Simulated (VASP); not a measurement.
# Co (P6_3/mmc) in VASP: notebook

Aim: see how the results for Co move with the level of theory and the settings. Levels: PBE, LDA, PBEsol. Tasks: single point.

All numbers are computed with VASP 6.6.1; they aren't measurements. Logs are shortened: lines on timing, memory, paths and dates and some standing lists are left out, and cuts for length are marked.

## (1) The cell of the first run

Symmetry: P6_3/mmc, No. 194, hexagonal system. Conventional cell: a = 2.495 Å, b = 2.495 Å, c = 4.032 Å, α = 90.00°, β = 90.00°, γ = 120.00°. Co (site symmetry -6m2) has 12 Co at 2.48 to 2.50 Å within 3.3 Å.

## (2) Single point, PBE, collinear spin, ferromagnetic start

Input file INCAR:

```
PREC     = Accurate       # precision mode
ENCUT    = 520            # plane-wave cutoff, eV
EDIFF    = 1E-7           # SCF threshold, eV
ISMEAR   = -1             # smearing method
SIGMA    = 0.05           # smearing width, eV
LREAL    = False          # projectors in reciprocal space
LASPH    = True           # aspherical terms in the spheres
NELM     = 150            # most SCF steps
ALGO     = Normal         # electronic algorithm
ISIF     = 2              # what is computed and relaxed
LWAVE    = False          # write WAVECAR
LCHARG   = False          # write CHGCAR
ISPIN    = 2              # spin polarisation
MAGMOM   = 2 2            # initial moments
LORBIT   = 11             # projections on sites
LMAXMIX  = 4              # l up to which the mixer works
GGA      = PE             # functional
NBANDS   = 20             # bands
```

Input file KPOINTS:

```
Automatic mesh
0
Gamma
  17 17 9
```

Input file POSCAR:

```
Co
1.0
    2.4953926951      0.0000000000      0.0000000000
   -1.2476963476      2.1610734664      0.0000000000
    0.0000000000      0.0000000000      4.0317541369
Co
2
Direct
    0.3333333333      0.6666666667      0.2500000000
    0.6666666667      0.3333333333      0.7500000000
```

Potentials or basis: VASP PAW PBE potentials, release 64 (Co).

On the command line:

```console
cat potpaw_PBE.64/Co/POTCAR > POTCAR
mpirun -np 1 vasp_std > vasp.out
```

OUTCAR:

```text
PREC = Accurate
   ENCUT = 520
   EDIFF = 1E-7
   ISMEAR = -1
   LREAL = False
   LASPH = True
   NELM = 150
   ISIF = 2
   ISPIN = 2
   LORBIT = 11
   GGA = PE

 ion  position               nearest neighbor table
   1  0.333  0.667  0.250-   2 2.48   2 2.48   2 2.48   2 2.48   2 2.48   2 2.48
   2  0.667  0.333  0.750-   1 2.48   1 2.48   1 2.48   1 2.48   1 2.48   1 2.48

  LATTYP: Found a hexagonal cell.
 ALAT       =     2.4953926951
 C/A-ratio  =     1.6156792255

  Lattice vectors:

 A1 = (   2.4953926951,   0.0000000000,   0.0000000000)
 A2 = (  -1.2476963476,   2.1610734664,   0.0000000000)
 A3 = (   0.0000000000,   0.0000000000,   4.0317541369)

Analysis of symmetry for initial positions (statically):
=====================================================================
 Subroutine PRICEL returns:
 Original cell was already a primitive cell.

 Routine SETGRP: Setting up the symmetry group for a
 hexagonal supercell.

 Subroutine GETGRP returns: Found 24 space group operations
 (whereof 12 operations were pure point group operations)
 out of a pool of 24 trial point group operations.

The static configuration has the point symmetry D_3d.
 The point group associated with its full space group is D_6h.

Analysis of symmetry for dynamics (positions and initial velocities):
=====================================================================
 Subroutine PRICEL returns:
 Original cell was already a primitive cell.

 Routine SETGRP: Setting up the symmetry group for a
 hexagonal supercell.

 Subroutine GETGRP returns: Found 24 space group operations
 (whereof 12 operations were pure point group operations)
 out of a pool of 24 trial point group operations.

The dynamic configuration has the point symmetry D_3d.
 The point group associated with its full space group is D_6h.

Analysis of structural, dynamic, and magnetic symmetry:
=====================================================================
 Subroutine PRICEL returns:
 Original cell was already a primitive cell.

 Routine SETGRP: Setting up the symmetry group for a
 hexagonal supercell.

 Subroutine GETGRP returns: Found 24 space group operations
 (whereof 12 operations were pure point group operations)
 out of a pool of 24 trial point group operations.

The overall configuration has the point symmetry D_3d.
 The point group associated with its full space group is D_6h.

 Subroutine INISYM returns: Found 24 space group operations
[... 111 lines left out ...]
   EFERMI =   0.00;   METHOD = LEGACY
   ISMEAR =    -1;   SIGMA  =   0.05  broadening in eV -4-tet -1-fermi 0-gaus
   EFERMI_NEDOS =   21; number of points for ismear=-14 and -15
   IALGO  =     38    algorithm
   IMIX   =      4    mixing-type and parameters
     AMIX     =   0.40;   BMIX     =  1.00
     AMIX_MAG =   1.60;   BMIX_MAG =  1.00
  volume/ion in A,a.u.               =      10.87        73.36
  Fermi-wavevector in a.u.,A,eV,Ry     =   1.537204  2.904894 32.150515  2.362996
  Thomas-Fermi vector in A             =   2.643746
   LORBIT       =     11    0 simple, 1 ext, 2 COOP (PROOUT), +10 PAW based schemes
   GGA     = PE    functional components
   LHFCALC =     F    Hartree Fock is set to
   AEXX    =    0.0000 exact exchange contribution
   IVDW    =     0    specifies the selected vdW correction
   LEPSILON=     F    determine dielectric tensor
   LRPA    =     F    only Hartree local field effects (RPA)
 spin polarized calculation
  energy-cutoff  :      520.00
  volume of cell :       21.74
 maximum number of plane-waves:       600
 NGX is ok and might be reduce to    20
   NGX =  9   NGY =  9   NGZ = 15

 number of electron      17.9999996 magnetization       3.2363132

 Free energy of the ion-electron system (eV)
  ---------------------------------------------------
  ext. energy  EPLUGINS =         0.00000000
  ---------------------------------------------------
  free energy    TOTEN  =       -14.07836161 eV

  energy without entropy =      -14.06384622  energy(sigma->0) =      -14.07110391

 E-fermi :  10.2194     XC(G=0): -13.3922

 val. band max:       10.2177498184   @ k =   0.1765   0.1765   0.1111
 cond. band min:      10.2217600141   @ k =   0.4118   0.0588   0.4444
 fundamental gap:      0.0040101958
 Fermi energy:        10.2193770729

 spin component 1

 k-point     1 :       0.0000    0.0000    0.0000
  band No.  band energies     occupation
      1       1.3315      1.00000
      2       5.1065      1.00000
      3       7.6194      1.00000
      4       7.6365      1.00000
      5       7.6365      1.00000
      6       7.9477      1.00000
[... 541 lines left out ...]
     19      32.4836      0.00000
     20      38.0003      0.00000

 [... further k-points ...]

 spin component 2

 k-point     1 :       0.0000    0.0000    0.0000
  band No.  band energies     occupation
      1       1.3268      1.00000
      2       6.0570      1.00000
      3       9.2601      1.00000
      4       9.2836      1.00000
      5       9.2836      1.00000
      6       9.6490      0.99999
[... 541 lines left out ...]
     19      32.7954      0.00000
     20      38.2404      0.00000

 [... further k-points ...]
[... 5 lines left out ...]
  --------------------------------------------------------------------------------------
  -------------------------------------------------------------------------------------
  Total       -0.0935737     -0.0935737     -0.1196651      0.0000000     -0.0000000      0.0000000
  in kB       -6.8954367     -6.8954367     -8.8181152      0.0000000     -0.0000000      0.0000000
  external PRESSURE =      -7.5363295 kB  Pullay stress =       0.0000000 kB

 VOLUME and BASIS-vectors are now :
 -----------------------------------------------------------------------------
  energy-cutoff  :      520.00
  volume of cell :       21.74
      direct lattice vectors                 reciprocal lattice vectors
     2.495392695  0.000000000  0.000000000     0.400738530  0.231366498  0.000000000
    -1.247696348  2.161073466  0.000000000     0.000000000  0.462732996  0.000000000
     0.000000000  0.000000000  4.031754137     0.000000000  0.000000000  0.248030997

 POSITION                                       TOTAL-FORCE (eV/Angst)
 -----------------------------------------------------------------------------------
     -0.00000      1.44072      1.00794         0.000000      0.000000      0.000000
      1.24770      0.72036      3.02382        -0.000000     -0.000000      0.000000
 -----------------------------------------------------------------------------------
    total drift:                               -0.000000      0.000000     -0.000000

  FREE ENERGIE OF THE ION-ELECTRON SYSTEM (eV)
  ---------------------------------------------------
  free  energy   TOTEN  =       -14.0783616090 eV

  energy  without entropy=      -14.0638462182  energy(sigma->0) =      -14.07110391

 total charge

# of ion       s       p       d       tot
------------------------------------------
    1        0.488   0.520   7.261   8.269
    2        0.488   0.520   7.261   8.269
--------------------------------------------------
tot          0.976   1.039  14.523  16.538

 magnetization (x)

# of ion       s       p       d       tot
------------------------------------------
    1       -0.015  -0.054   1.707   1.638
    2       -0.015  -0.054   1.707   1.638
--------------------------------------------------
tot         -0.029  -0.108   3.414   3.277
```

OSZICAR:

```text
N       E                     dE             d eps       ncg     rms          rms(c)
DAV:   1     0.850688726053E+02    0.85069E+02   -0.82094E+03 13896   0.123E+03
DAV:   2    -0.116627711112E+02   -0.96732E+02   -0.87129E+02 13356   0.217E+02
DAV:   3    -0.160821559761E+02   -0.44194E+01   -0.42305E+01 15016   0.562E+01
DAV:   4    -0.161485054477E+02   -0.66349E-01   -0.66301E-01 16152   0.604E+00
DAV:   5    -0.161504205827E+02   -0.19151E-02   -0.19150E-02 15416   0.989E-01    0.149E+01
DAV:   6    -0.145080909385E+02    0.16423E+01   -0.74727E+00 14992   0.559E+01    0.691E+00
DAV:   7    -0.141133390913E+02    0.39475E+00   -0.11601E+00 15584   0.202E+01    0.381E+00
DAV:   8    -0.140934425548E+02    0.19897E-01   -0.15782E-02 17364   0.123E+00    0.175E+00
DAV:   9    -0.140787574159E+02    0.14685E-01   -0.31684E-03 21396   0.100E+00    0.458E-01
DAV:  10    -0.140784097466E+02    0.34767E-03   -0.56606E-04 17212   0.288E-01    0.136E-01
DAV:  11    -0.140783631683E+02    0.46578E-04   -0.80496E-05 19680   0.135E-01    0.279E-02
DAV:  12    -0.140783623550E+02    0.81326E-06   -0.81727E-06 14192   0.270E-02    0.161E-02
DAV:  13    -0.140783616374E+02    0.71759E-06   -0.17717E-06 19848   0.145E-02    0.648E-03
DAV:  14    -0.140783616090E+02    0.28403E-07   -0.33058E-07 14316   0.471E-03
   1 F= -.14078362E+02 E0= -.14071104E+02  d E =-.145154E-01  mag=     3.2366
```

stdout:

```text
POSCAR found type information on POSCAR Co
 POSCAR found :  1 types and       2 ions
 scaLAPACK will be used
 LDA part: xc-table for (Slater+PW92), standard interpolation
 POSCAR, INCAR and KPOINTS ok, starting setup
 FFT: planning ... GRIDC
 FFT: planning ... GRID_SOFT
 FFT: planning ... GRID
 WAVECAR not read
 entering main loop
```

Run time: 59 s. Hardware: 1 thread of Intel Xeon 6975P-C (Granite Rapids), shared host; peak memory 0.21 GiB.

Results:

| Property | Result |
| --- | --- |
| Free energy | -14.0784 eV |
| Pressure | -0.8 GPa |
| Net moment | 3.24 μB per cell |
| Site moments | Co +1.64 μB |
| Valence electrons inside the program's atomic spheres | Co 8.27 |

Stress tensor (GPa, compression positive):
```
-0.69  0.00  0.00
 0.00 -0.69  0.00
 0.00  0.00 -0.88
```

## (3) Single point, LDA, collinear spin, ferromagnetic start

Input file INCAR:

```
  PREC = Accurate
  ENCUT = 520
  EDIFF = 1E-7
  ISMEAR = -1
  SIGMA = 0.05
  LREAL = False
  LASPH = True
  NELM = 150
  ALGO = Normal
  ISIF = 2
  LWAVE = False
  LCHARG = False
  ISPIN = 2
  MAGMOM = 2 2
  LORBIT = 11
  LMAXMIX = 4
  NBANDS = 20
```

KPOINTS is that of step 2.

POSCAR is that of step 2.

Potentials or basis: VASP PAW LDA potentials, release 64 (Co).

On the command line:

```console
cat potpaw_LDA.64/Co/POTCAR > POTCAR
mpirun -np 1 vasp_std > vasp.out
```

It took 59 s on 1 thread of Intel Xeon 6975P-C (Granite Rapids), shared host; peak memory 0.2 GiB.

The run converged. Its results:

```yaml
Free_energy: -16.1404 eV
Pressure: -19.1 GPa
Net_moment: 3.12 μB per cell
Site_moments: Co +1.56 μB
Valence_electrons_inside_the_program's_atomic_spheres: Co 8.28
```

Stress tensor (GPa, compression positive):
```
-18.86   0.00   0.00
  0.00 -18.86   0.00
  0.00   0.00 -19.50
```

Levels at points of the mesh, in eV from the Fermi level:
Spin up:
```csv
k point,band 7,band 8,band 9,band 10,band 11,band 12,band 13,band 14,band 15,band 16
"(0.00, 0.00, 0.00)",-2.10,-1.74,-1.74,-0.62,-0.62,-0.04,6.45,21.97,24.41,24.41
```
Spin down:
```tsv
k point	band 3	band 4	band 5	band 6	band 7	band 8	band 9	band 10	band 11	band 12
(0.00, 0.00, 0.00)	-1.01	-0.99	-0.99	-0.63	-0.63	-0.22	-0.22	0.12	1.00	1.00
```

Caveat: the cell stands under tension.

## (4) Single point, PBEsol, collinear spin, ferromagnetic start

Input file INCAR:

```
PREC = Accurate
ENCUT = 520
EDIFF = 1E-7
ISMEAR = -1
SIGMA = 0.05
LREAL = F
LASPH = T
NELM = 150
ALGO = Normal
ISIF = 2
LWAVE = F
LCHARG = T
ISPIN = 2
MAGMOM = 2 2
LORBIT = 11
LMAXMIX = 4
GGA = PS
LELF = T
LVHAR = T
NBANDS = 20
```

Input file KPOINTS:

```
regular mesh
0
Gamma
  17 17 9
```

POSCAR is that of step 3.

Potentials or basis: VASP PAW PBE potentials, release 64 (Co).

On the command line:

```console
cat potpaw_PBE.64/Co/POTCAR > POTCAR
mpirun -np 1 vasp_std > vasp.out
```

OUTCAR:

```text
PREC = Accurate
   ENCUT = 520
   EDIFF = 1E-7
   ISMEAR = -1
   LREAL = F
   LASPH = T
   NELM = 150
   ISIF = 2
   ISPIN = 2
   LORBIT = 11
   GGA = PS

 ion  position               nearest neighbor table
   1  0.333  0.667  0.250-   2 2.48   2 2.48   2 2.48   2 2.48   2 2.48   2 2.48
   2  0.667  0.333  0.750-   1 2.48   1 2.48   1 2.48   1 2.48   1 2.48   1 2.48

  LATTYP: Found a hexagonal cell.
 ALAT       =     2.4953926951
 C/A-ratio  =     1.6156792255

  Lattice vectors:

 A1 = (   2.4953926951,   0.0000000000,   0.0000000000)
 A2 = (  -1.2476963476,   2.1610734664,   0.0000000000)
 A3 = (   0.0000000000,   0.0000000000,   4.0317541369)

Analysis of symmetry for initial positions (statically):
=====================================================================
 Subroutine PRICEL returns:
 Original cell was already a primitive cell.

 Routine SETGRP: Setting up the symmetry group for a
 hexagonal supercell.

 Subroutine GETGRP returns: Found 24 space group operations
 (whereof 12 operations were pure point group operations)
[... 743 lines left out ...]

 spin component 2

 k-point     1 :       0.0000    0.0000    0.0000
  band No.  band energies     occupation
      1       1.1414      1.00000
      2       5.8658      1.00000
      3       9.0727      1.00000
      4       9.0950      1.00000
      5       9.0950      1.00000
      6       9.4616      0.99999
[... 541 lines left out ...]
     19      32.5810      0.00000
     20      38.0292      0.00000

 [... further k-points ...]
[... 5 lines left out ...]
  --------------------------------------------------------------------------------------
  -------------------------------------------------------------------------------------
  Total       -1.4405981     -1.4405981     -1.4839170      0.0000000      0.0000000      0.0000000
  in kB     -106.1575643   -106.1575643   -109.3497324      0.0000000      0.0000000      0.0000000
  external PRESSURE =    -107.2216203 kB  Pullay stress =       0.0000000 kB

 VOLUME and BASIS-vectors are now :
 -----------------------------------------------------------------------------
  energy-cutoff  :      520.00
  volume of cell :       21.74
      direct lattice vectors                 reciprocal lattice vectors
     2.495392695  0.000000000  0.000000000     0.400738530  0.231366498  0.000000000
    -1.247696348  2.161073466  0.000000000     0.000000000  0.462732996  0.000000000
     0.000000000  0.000000000  4.031754137     0.000000000  0.000000000  0.248030997

 POSITION                                       TOTAL-FORCE (eV/Angst)
 -----------------------------------------------------------------------------------
     -0.00000      1.44072      1.00794        -0.000000     -0.000000      0.000000
      1.24770      0.72036      3.02382         0.000000      0.000000      0.000000
 -----------------------------------------------------------------------------------
    total drift:                               -0.000000      0.000000     -0.000000

  FREE ENERGIE OF THE ION-ELECTRON SYSTEM (eV)
  ---------------------------------------------------
  free  energy   TOTEN  =       -15.4419185948 eV

  energy  without entropy=      -15.4273322465  energy(sigma->0) =      -15.43462542

 total charge

# of ion       s       p       d       tot
------------------------------------------
    1        0.488   0.523   7.256   8.267
    2        0.488   0.523   7.256   8.267
--------------------------------------------------
tot          0.977   1.046  14.512  16.534

 magnetization (x)

# of ion       s       p       d       tot
------------------------------------------
    1       -0.014  -0.050   1.695   1.631
    2       -0.014  -0.050   1.695   1.631
--------------------------------------------------
tot         -0.029  -0.101   3.391   3.261
```

OSZICAR:

```text
N       E                     dE             d eps       ncg     rms          rms(c)
DAV:   1     0.835609410541E+02    0.83561E+02   -0.81917E+03 13896   0.123E+03
DAV:   2    -0.134723214626E+02   -0.97033E+02   -0.87368E+02 13360   0.217E+02
DAV:   3    -0.178824534765E+02   -0.44101E+01   -0.42228E+01 15040   0.561E+01
DAV:   4    -0.179486314184E+02   -0.66178E-01   -0.66129E-01 16100   0.602E+00
DAV:   5    -0.179505414323E+02   -0.19100E-02   -0.19099E-02 15452   0.988E-01    0.158E+01
DAV:   6    -0.159569846395E+02    0.19936E+01   -0.87564E+00 14980   0.609E+01    0.723E+00
DAV:   7    -0.154816201571E+02    0.47536E+00   -0.13951E+00 15440   0.221E+01    0.384E+00
DAV:   8    -0.154591925873E+02    0.22428E-01   -0.15870E-02 18272   0.118E+00    0.166E+00
DAV:   9    -0.154430055652E+02    0.16187E-01   -0.28122E-03 22020   0.940E-01    0.481E-01
DAV:  10    -0.154421171791E+02    0.88839E-03   -0.45005E-04 17136   0.249E-01    0.176E-01
DAV:  11    -0.154419283895E+02    0.18879E-03   -0.82889E-05 20176   0.139E-01    0.303E-02
DAV:  12    -0.154419218249E+02    0.65646E-05   -0.59416E-06 14584   0.209E-02    0.186E-02
DAV:  13    -0.154419189472E+02    0.28777E-05   -0.21024E-06 20548   0.161E-02    0.796E-03
DAV:  14    -0.154419187888E+02    0.15835E-06   -0.24716E-07 14328   0.406E-03    0.184E-03
DAV:  15    -0.154419185614E+02    0.22744E-06   -0.79387E-09  7048   0.139E-03    0.101E-03
DAV:  16    -0.154419185948E+02   -0.33379E-07   -0.28664E-09  6852   0.659E-04
   1 F= -.15441919E+02 E0= -.15434625E+02  d E =-.145863E-01  mag=     3.2305
```

It took 73 s on 1 thread of Intel Xeon 6975P-C (Granite Rapids), shared host; peak memory 0.21 GiB.

What came out:

```yaml
Free_energy: -15.4419 eV
Pressure: -10.7 GPa
Net_moment: 3.23 μB per cell
Site_moments: Co +1.63 μB
Valence_electrons_inside_the_program's_atomic_spheres: Co 8.27
```

Levels at points of the mesh, in eV from the Fermi level:
Spin up:
```tsv
k point	band 7	band 8	band 9	band 10	band 11	band 12	band 13	band 14	band 15	band 16
(0.00, 0.00, 0.00)	-2.25	-1.91	-1.91	-0.80	-0.80	-0.12	6.33	21.90	24.41	24.41
```
Spin down:
```csv
k point,band 3,band 4,band 5,band 6,band 7,band 8,band 9,band 10,band 11,band 12
"(0.00, 0.00, 0.00)",-0.96,-0.94,-0.94,-0.57,-0.57,-0.16,-0.16,-0.11,1.06,1.06
```

Caveat: the cell stands under tension; the PAW data sets were made with another functional, which shifts forces and pressure a little.

## (5) The runs side by side

| level | potentials or basis | gap on the mesh (eV) | pressure (GPa) | moment (μB) |
| --- | --- | --- | --- | --- |
| PBE | VASP PAW PBE potentials, release 64 (Co) | none | -0.8 | 3.24 |
| LDA | VASP PAW LDA potentials, release 64 (Co) | none | -19.1 | 3.12 |
| PBEsol | VASP PAW PBE potentials, release 64 (Co) | none | -10.7 | 3.23 |

Alike in all rows: task single point; spin collinear, ferromagnetic start; cell a = 2.495, b = 2.495, c = 4.032 Å, angles 90.0, 90.0, 120.0°, 2 atoms; k mesh 17 × 17 × 9; cutoff (eV) 520; smearing fermi-dirac 0.05 eV.

Caveats: the cell stands under tension (at least some runs); the PAW data sets were made with another functional, which shifts forces and pressure a little (at least some runs).

Absolute energies hang on the potentials; compare differences alone.
